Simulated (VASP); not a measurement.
A run of VASP 6.6.1 is set up as follows.

The input INCAR:

```
SYSTEM = AlRu
PREC = Accurate ; ENCUT = 520
EDIFF = 1E-6 ; ISMEAR = 0
SIGMA = 0.1 ; LREAL = .FALSE.
LASPH = .TRUE. ; NELM = 80
ALGO = Normal ; ISIF = 2
LWAVE = .FALSE. ; LCHARG = .TRUE.
GGA = PE ; LELF = .TRUE.
LVHAR = .TRUE. ; NBANDS = 16
```

Contents of KPOINTS:

```
regular mesh
0
G
  6 6 6
  0 0 0
```

Contents of POSCAR:

```
AlRu
1.0
    2.0970840828      1.2107520597      1.7480964606
   -2.0970840828      1.2107520597      1.7480964606
    0.0000000000     -2.4215041194      1.7480964606
Al Ru
1 1
Direct
    0.0000000000      0.0000000000      0.0000000000
    0.5000000000      0.5000000000      0.5000000000
```

Potentials or basis: VASP PAW PBE potentials, release 64 (Al, Ru_pv).

Run with:

```sh
$ cat potpaw_PBE.64/Al/POTCAR potpaw_PBE.64/Ru_pv/POTCAR > POTCAR
$ mpirun -np 1 vasp_std > vasp.out
```

Q: Predict the pressure.

A: 3.7 GPa.

Stress tensor (GPa, compression positive):
```
5.42 0.00 0.00
0.00 5.42 0.00
0.00 0.00 0.30
```
